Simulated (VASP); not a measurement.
Input of a VASP 6.6.1 run:

INCAR

```
SYSTEM = Co
PREC     = Accurate       ! precision mode
ENCUT    = 520            ! plane-wave cutoff, eV
EDIFF    = 1E-6           ! SCF threshold, eV
ISMEAR   = 0              ! smearing method
SIGMA    = 0.1            ! smearing width, eV
LREAL    = .False.        ! projectors in reciprocal space
LASPH    = .True.         ! aspherical terms in the spheres
NELM     = 150            ! most SCF steps
ALGO     = Fast           ! electronic algorithm
ISIF     = 2              ! what is computed and relaxed
LWAVE    = .False.        ! write WAVECAR
LCHARG   = .False.        ! write CHGCAR
ISPIN    = 2              ! spin polarisation
MAGMOM   = 1.88 1.88 1.88 1.88 ! initial moments
LORBIT   = 11             ! projections on sites
LMAXMIX  = 4              ! l up to which the mixer works
GGA      = PE             ! functional
NBANDS   = 30             ! bands
```

The input KPOINTS:

```
regular mesh
0
Gamma
  24 24 8
  0 0 0
```

File POSCAR:

```
Co
1.0
    2.5912588163      0.0000000000      0.0000000000
   -1.2956294082      2.2440959627      0.0000000000
    0.0000000000      0.0000000000      7.9136696609
Co
4
Direct
    0.0000000000      0.0000000000      0.0000000000
    0.3333333333      0.6666666667      0.2500000000
    0.0000000000      0.0000000000      0.5000000000
    0.6666666667      0.3333333333      0.7500000000
```

Potentials or basis: VASP PAW PBE potentials, release 64 (Co).

Command:

```bash
$ cat potpaw_PBE.64/Co/POTCAR > POTCAR
$ mpirun -np 1 vasp_std > vasp.out
```

(1) What does it give for the net moment?

(2) What does it give for the site moments?

Results:

(1) 6.64 μB per cell.

(2) Co +1.69 μB.

Caveat: the cell differs from its parent crystal (biaxial strain in the a-b plane: +4.0 %, then relaxed in part); the cell stands under tension.
